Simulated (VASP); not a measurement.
Set up this calculation in VASP 6.6.1, as the native input.

| Quantity | Value |
| --- | --- |
| Task | single point |
| Functional | PBE |
| Potentials or basis | VASP PAW PBE potentials, release 64 (Si, C) |
| Cutoff | 520 eV |
| k mesh | 6 × 9 × 3 |
| Occupations | gaussian, width 0.05 eV |
| Spin | no spin polarisation |
| Dipole correction | no |
| Further INCAR settings | ALGO = Normal; EDIFF = 1e-07; NBANDS = 36 |

The structure of SiC lies in POSCAR:

```
SiC
1.0
    4.3480000000      0.0000000000      0.0000000000
    0.0000000000      2.1740000000     -2.1740000000
    0.0000000000      6.8755533906      6.8755533906
Si C
6 6
Direct
    0.0000000000      0.0000000000      0.8695141991
    0.5000000000      0.5000000000      0.0790323730
    0.0000000000      0.0000000000      0.2371287382
    0.5000000000      0.5000000000      0.3952251034
    0.0000000000      0.0000000000      0.5533214687
    0.5000000000      0.5000000000      0.7114178339
    0.7500000000      0.0000000000      0.3952251034
    0.2500000000      0.5000000000      0.5533214687
    0.7500000000      0.0000000000      0.7114178339
    0.2500000000      0.5000000000      0.8695141991
    0.7500000000      0.0000000000      0.0790323730
    0.2500000000      0.5000000000      0.2371287382
```

One way to write it, as run:

INCAR

```
PREC = Accurate
ENCUT = 520
EDIFF = 1E-7
ISMEAR = 0
SIGMA = 0.05
LREAL = F
LASPH = T
NELM = 60
ALGO = Normal
ISIF = 2
LWAVE = F
LCHARG = F
GGA = PE
NBANDS = 36
```

KPOINTS

```
Automatic mesh
0
Gamma
  6 9 3
```

Potentials or basis: VASP PAW PBE potentials, release 64 (Si, C).

The run is started by

```console
$ cat potpaw_PBE.64/Si/POTCAR potpaw_PBE.64/C/POTCAR > POTCAR
$ mpirun -np 1 vasp_std > vasp.out
```

Results of the run:

```yaml
Pressure: -1.7 GPa
Largest_force: 1.975 eV/Å
Band_gap_on_the_k_mesh: 1.12 eV, direct
```

Caveat: forces of over 1 eV/Å act on the atoms, so gaps and moduli don't describe the material at rest.

Wall time 110 s on 1 thread of AMD EPYC 9R45 96-Core Processor (Zen 5), with other jobs on the host, peak memory 0.26 GiB.
